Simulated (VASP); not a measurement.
# BaTiO3 (R3m) in VASP: single point with r2SCAN+U

Aim: the single point of BaTiO3 with r2SCAN+U.

All numbers are computed with VASP 6.6.1; they aren't measurements. Logs are shortened: lines on timing, memory, paths and dates and some standing lists are left out, and cuts for length are marked.

**1. The cell of the first run**

The structure is trigonal, space group R3m (No. 160). The conventional cell has a = 5.652 Å, b = 5.652 Å, c = 6.951 Å, α = 90.00°, β = 90.00°, γ = 120.00°. Within 3.7 Å of Ba (site symmetry 3m) lie 12 O at 2.77 to 2.90 Å and 8 Ti at 3.40 to 3.55 Å. Within 2.5 Å of Ti (site symmetry 3m) lie 6 O at 1.88 to 2.13 Å. O (site symmetry m) has 2 Ti at 1.88 to 2.13 Å within 2.5 Å. Within 2.5 Å of O (site symmetry m) lie 2 Ti at 1.88 to 2.13 Å.

**2. Single point, r2SCAN+U**

The input, POSCAR:

```
BaTiO3
1.0
   -4.0134493700     -0.0114237100     -4.0019657000
   -0.0114536900     -4.0019756900      0.0000000000
   -3.9905419900      0.0114237100      4.0019657000
Ba Ti O
2 2 6
Direct
    0.0000000000      0.0000000000      0.0000000000
    0.5000000000      0.0000000000      0.5000000000
    0.5107000000      0.5107000000      0.0000000000
    0.0107000000      0.5107000000      0.5000000000
    0.7343500000      0.4887000000      0.7543500000
    0.2343500000      0.4887000000      0.2543500000
    0.7343500000      0.4887000000      0.2456500000
    0.2343500000      0.4887000000      0.7456500000
    0.9887000000      0.9800000000      0.5000000000
    0.4887000000      0.9800000000      0.0000000000
```

The input, INCAR.step1:

```
PREC = Accurate
ENCUT = 660
ISMEAR = -1
SIGMA = 0.0657
LREAL = F
LASPH = T
NELM = 200
LMAXMIX = 4
LDAU = T
LDAUTYPE = 2
LDAUL = -1 2 1
LDAUU = 0 5.4 6.68
LDAUJ = 0 0 0
NBANDS = 51
GGA = PE
ALGO = Normal
EDIFF = 1E-5
LWAVE = T
LCHARG = F
GGA_COMPAT = F
KPAR = 4
```

The input, INCAR.step2:

```
PREC = Accurate
ENCUT = 660
EDIFF = 1E-6
ISMEAR = -1
SIGMA = 0.0657
LREAL = F
LASPH = T
NELM = 200
ALGO = Normal
ISIF = 2
LWAVE = F
LCHARG = F
LMAXMIX = 4
LDAU = T
LDAUTYPE = 2
LDAUL = -1 2 1
LDAUU = 0 5.4 6.68
LDAUJ = 0 0 0
LDAUPRINT = 1
METAGGA = R2SCAN
LMIXTAU = T
NBANDS = 51
ISTART = 1
GGA_COMPAT = F
KPAR = 4
```

The input, KPOINTS:

```
regular mesh
0
Gamma
  5 6 5
```

Potentials or basis: VASP PAW PBE potentials, release 64 (Ba_sv, Ti_sv, O).

On the command line:

```sh
cat potpaw_PBE.64/Ba_sv/POTCAR potpaw_PBE.64/Ti_sv/POTCAR potpaw_PBE.64/O/POTCAR > POTCAR
cp INCAR.step1 INCAR
mpirun -np 4 vasp_std > vasp.out
cp INCAR.step2 INCAR
mpirun -np 4 vasp_std > vasp.out
```

OUTCAR:

```text
PREC = Accurate
   ENCUT = 660
   EDIFF = 1E-6
   ISMEAR = -1
   LREAL = F
   LASPH = T
   NELM = 200
   ISIF = 2
   METAGGA = R2SCAN
   ISTART = 1

 ion  position               nearest neighbor table
   1  0.000  0.000  0.000-   6 2.77   8 2.77  10 2.77   8 2.83   6 2.83   5 2.83   7 2.83   9 2.83
                             9 2.83   5 2.90   7 2.90  10 2.90   3 3.40   3 3.44   4 3.44   4 3.44
   2  0.500  0.000  0.500-   5 2.77   7 2.77   9 2.77   7 2.83   5 2.83   6 2.83   8 2.83  10 2.83
                            10 2.83   6 2.90   8 2.90   9 2.90   4 3.40   4 3.44   3 3.44   3 3.44
   3  0.511  0.511  0.000-  10 1.88   7 1.88   5 1.88  10 2.13   8 2.13   6 2.13   1 3.40   1 3.44
                             2 3.44   2 3.44   2 3.49   1 3.49   2 3.49   1 3.55
   4  0.011  0.511  0.500-   9 1.88   8 1.88   6 1.88   9 2.13   7 2.13   5 2.13   2 3.40   2 3.44
                             1 3.44   1 3.44   1 3.49   2 3.49   1 3.49   2 3.55
   5  0.734  0.489  0.754-   3 1.88   4 2.13   2 2.77   2 2.83   1 2.83   1 2.90
   6  0.234  0.489  0.254-   4 1.88   3 2.13   1 2.77   1 2.83   2 2.83   2 2.90
   7  0.734  0.489  0.246-   3 1.88   4 2.13   2 2.77   2 2.83   1 2.83   1 2.90
   8  0.234  0.489  0.746-   4 1.88   3 2.13   1 2.77   1 2.83   2 2.83   2 2.90
   9  0.989  0.980  0.500-   4 1.88   4 2.13   2 2.77   1 2.83   1 2.83   2 2.90
  10  0.489  0.980  0.000-   3 1.88   3 2.13   1 2.77   2 2.83   2 2.83   1 2.90

  LATTYP: Found a simple monoclinic cell.
 ALAT       =     4.0019920802
 B/A-ratio  =     1.4121901271
 C/A-ratio  =     1.4162376051
 COS(beta)  =    -0.0040421783

  Lattice vectors:

 A1 = (  -0.0114536900,  -4.0019756900,   0.0000000000)
 A2 = (   3.9905419900,  -0.0114237100,  -4.0019657000)
 A3 = (   4.0134493700,   0.0114237100,   4.0019657000)

Analysis of symmetry for initial positions (statically):
=====================================================================
 Subroutine PRICEL returns following result:

  LATTYP: Found a trigonal (rhomboedric) cell.
 ALAT       =     4.0019956800
 COS(alpha) =     0.0028619927

  Lattice vectors:

 A1 = (  -4.0019956800,   0.0000000000,   0.0000000000)
 A2 = (  -0.0114536900,  -0.0114237100,  -4.0019657000)
 A3 = (  -0.0114536900,  -4.0019756900,   0.0000000000)

[... 235 lines left out ...]

  o =  0.0924  v =  0.5780  0.5747 -0.0028  0.5793  0.0017  0.0000  0.0000  0.0000  0.0000  0.0000      0.0000  0.0000  0.0000  0.0000  0.0000  0.0000  0.0000  0.0000  0.0000  0.0000
  o =  0.0924  v =  0.0000  0.0000  0.0000  0.0000  0.0000  0.5780  0.5747 -0.0028  0.5793  0.0017      0.0000  0.0000  0.0000  0.0000  0.0000  0.0000  0.0000  0.0000  0.0000  0.0000
  o =  0.0937  v =  0.7113 -0.7010 -0.0412 -0.0145  0.0270  0.0000  0.0000  0.0000  0.0000  0.0000      0.0000  0.0000  0.0000  0.0000  0.0000  0.0000  0.0000  0.0000  0.0000  0.0000
  o =  0.0937  v =  0.0000  0.0000  0.0000  0.0000  0.0000  0.7113 -0.7010 -0.0412 -0.0145  0.0270      0.0000  0.0000  0.0000  0.0000  0.0000  0.0000  0.0000  0.0000  0.0000  0.0000
  o =  0.0937  v =  0.0000  0.0000  0.0000  0.0000  0.0000 -0.3979 -0.4203  0.0230  0.8140  0.0436      0.0000  0.0000  0.0000  0.0000  0.0000  0.0000  0.0000  0.0000  0.0000  0.0000
  o =  0.0937  v = -0.3979 -0.4203  0.0230  0.8140  0.0436  0.0000  0.0000  0.0000  0.0000  0.0000      0.0000  0.0000  0.0000  0.0000  0.0000  0.0000  0.0000  0.0000  0.0000  0.0000
  o =  0.2382  v = -0.0161 -0.0240 -0.4636  0.0402 -0.8847  0.0000  0.0000  0.0000  0.0000  0.0000      0.0000  0.0000  0.0000  0.0000  0.0000  0.0000  0.0000  0.0000  0.0000  0.0000
  o =  0.2382  v =  0.0000  0.0000  0.0000  0.0000  0.0000 -0.0161 -0.0240 -0.4636  0.0402 -0.8847      0.0000  0.0000  0.0000  0.0000  0.0000  0.0000  0.0000  0.0000  0.0000  0.0000
  o =  0.2382  v =  0.0000  0.0000  0.0000  0.0000  0.0000  0.0369 -0.0325  0.8848  0.0011 -0.4634      0.0000  0.0000  0.0000  0.0000  0.0000  0.0000  0.0000  0.0000  0.0000  0.0000
  o =  0.2382  v =  0.0369 -0.0325  0.8848  0.0011 -0.4634  0.0000  0.0000  0.0000  0.0000  0.0000      0.0000  0.0000  0.0000  0.0000  0.0000  0.0000  0.0000  0.0000  0.0000  0.0000

 number of electron      79.9999994 magnetization

 Free energy of the ion-electron system (eV)
  ---------------------------------------------------
  ext. energy  EPLUGINS =         0.00000000
  ---------------------------------------------------
  free energy    TOTEN  =      -112.50611303 eV

  energy without entropy =     -112.50611303  energy(sigma->0) =     -112.50611303

 E-fermi :   4.9517     XC(G=0): -11.8842

 val. band max:        3.3866932952   @ k =   0.0000   0.5000   0.0000
 cond. band min:       6.9246317409   @ k =   0.0000   0.0000   0.0000
 fundamental gap:      3.5379384456
 Fermi energy:         4.9516869093

 k-point     1 :       0.0000    0.0000    0.0000
  band No.  band energies     occupation
      1     -56.4854      2.00000
      2     -56.4838      2.00000
      3     -31.6436      2.00000
      4     -31.6387      2.00000
      5     -31.6050      2.00000
      6     -31.5977      2.00000
[... 1285 lines left out ...]
     50      10.3009      0.00000
     51      10.5169      0.00000

 [... further k-points ...]
[... 5 lines left out ...]
  --------------------------------------------------------------------------------------
  -------------------------------------------------------------------------------------
  Total        4.6621932      4.6607289      4.6651711     -0.2603131     -0.2588268     -0.2603181
  in kB       58.2701890     58.2518883     58.3074085     -3.2535103     -3.2349334     -3.2535726
  external PRESSURE =      58.2764952 kB  Pullay stress =       0.0000000 kB

 VOLUME and BASIS-vectors are now :
 -----------------------------------------------------------------------------
  energy-cutoff  :      660.00
  volume of cell :      128.19
      direct lattice vectors                 reciprocal lattice vectors
    -4.013449370 -0.011423710 -4.001965700    -0.124937666  0.000357573 -0.124582049
    -0.011453690 -4.001975690  0.000000000     0.000000000 -0.249876580  0.000713279
    -3.990541990  0.011423710  4.001965700    -0.124937666  0.000357573  0.125295155

 POSITION                                       TOTAL-FORCE (eV/Angst)
 -----------------------------------------------------------------------------------
      0.00000      0.00000      0.00000         0.017116      0.015732      0.017022
     -4.00200      0.00000      0.00000         0.017116      0.015732      0.017022
     -2.05552     -2.04964     -2.04380         0.824008      0.824111      0.819305
     -2.04406     -2.03822      1.95816         0.824008      0.824111      0.819305
     -5.96314     -1.95554      0.08004        -0.015689     -0.016659     -0.810569
     -1.96114     -1.95554      0.08004        -0.015689     -0.016659     -0.810569
     -3.93315     -1.96135     -1.95576        -0.810654     -0.014383     -0.013328
     -3.92170     -1.94992      2.04621        -0.810654     -0.014383     -0.013328
     -5.97459     -3.92752     -1.95576        -0.014780     -0.808802     -0.012430
     -1.97260     -3.92752     -1.95576        -0.014780     -0.808802     -0.012430
 -----------------------------------------------------------------------------------
    total drift:                                0.000410      0.011175      0.000456

  FREE ENERGIE OF THE ION-ELECTRON SYSTEM (eV)
  ---------------------------------------------------
  free  energy   TOTEN  =      -112.5061130327 eV

  energy  without entropy=     -112.5061130327  energy(sigma->0) =     -112.50611303
```

OUTCAR.step1:

```text
PREC = Accurate
   ENCUT = 660
   ISMEAR = -1
   LREAL = F
   LASPH = T
[... 1569 lines left out ...]
     -3.93315     -1.96135     -1.95576        -0.791399      0.013857      0.014049
     -3.92170     -1.94992      2.04621        -0.791399      0.013857      0.014049
     -5.97459     -3.92752     -1.95576         0.011936     -0.791602      0.014161
     -1.97260     -3.92752     -1.95576         0.011936     -0.791602      0.014161
 -----------------------------------------------------------------------------------
    total drift:                               -0.000726      0.000562     -0.000649

  FREE ENERGIE OF THE ION-ELECTRON SYSTEM (eV)
  ---------------------------------------------------
  free  energy   TOTEN  =       -43.5840181680 eV

  energy  without entropy=      -43.5840181679  energy(sigma->0) =      -43.58401817
```

It took 6.4 min on 4 MPI ranks of AMD EPYC 7R13 (Zen 3), shared host; peak memory 0.56 GiB.

What came out:

| Item | Value |
| --- | --- |
| Free energy | -112.5061 eV |
| Pressure | 5.8 GPa |
| Largest force | 1.425 eV/Å |
| Band gap on the k mesh | 3.54 eV |

Forces on the atoms (eV/Å):
```
Ba   0.017  0.016  0.017
Ba   0.017  0.016  0.017
Ti   0.824  0.824  0.819
Ti   0.824  0.824  0.819
O   -0.016 -0.017 -0.811
O   -0.016 -0.017 -0.811
O   -0.811 -0.014 -0.013
O   -0.811 -0.014 -0.013
O   -0.015 -0.809 -0.012
O   -0.015 -0.809 -0.012
```

Eigenvalues of the final occupation matrices:
| site | spin | trace | eigenvalues |
| --- | --- | --- | --- |
| site 3 d | 1 | 0.76 | 0.09 0.09 0.09 0.24 0.24 |
| site 3 d | 2 | 0.76 | 0.09 0.09 0.09 0.24 0.24 |
| site 4 d | 1 | 0.76 | 0.09 0.09 0.09 0.24 0.24 |
| site 4 d | 2 | 0.76 | 0.09 0.09 0.09 0.24 0.24 |

Caveat: the cell stands under pressure; the PAW data sets were made with another functional, which shifts forces and pressure a little; spin-orbit coupling is left out, which moves the levels of the heavy elements. A k mesh can miss the band edges.
